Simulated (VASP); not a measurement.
**Li: single point with PBE**

Li:

```
Li
1.0
     2.68703    0.00000    0.00000
    -1.34352    2.32704    0.00000
     0.00000    0.00000    2.46605
Li
1
Direct
  0.00000 0.00000 0.00000
```

This isn't the form of Li at room conditions, which is bcc.

```yaml
Program: VASP 6.6.1
Task: single point
Functional: PBE
Potentials_or_basis: VASP PAW PBE potentials, release 64 (Li_sv)
Cutoff: 520 eV
k_mesh: 16 × 16 × 15
Occupations: fermi-dirac, width 0.1 eV
Spin: no spin polarisation
Dipole_correction: no
Further_INCAR_settings: ALGO = Normal; EDIFF = 1e-06; NBANDS = 8
```

| Item | Value |
| --- | --- |
| Band gap on the k mesh | zero (an odd number of electrons rules out a gap without spin polarisation) |

Levels at points of the mesh, in eV from the Fermi level:
```tsv
k point	band 1	band 2	band 3	band 4	band 5
(0.00, 0.00, 0.00)	-46.24	-3.79	15.00	16.30	16.30
(0.50, 0.00, 0.00)	-46.19	-0.32	3.81	11.51	16.17
```

It took 28 s on 1 thread of Intel Xeon 8259CL, on a shared host, peak memory 0.13 GiB.
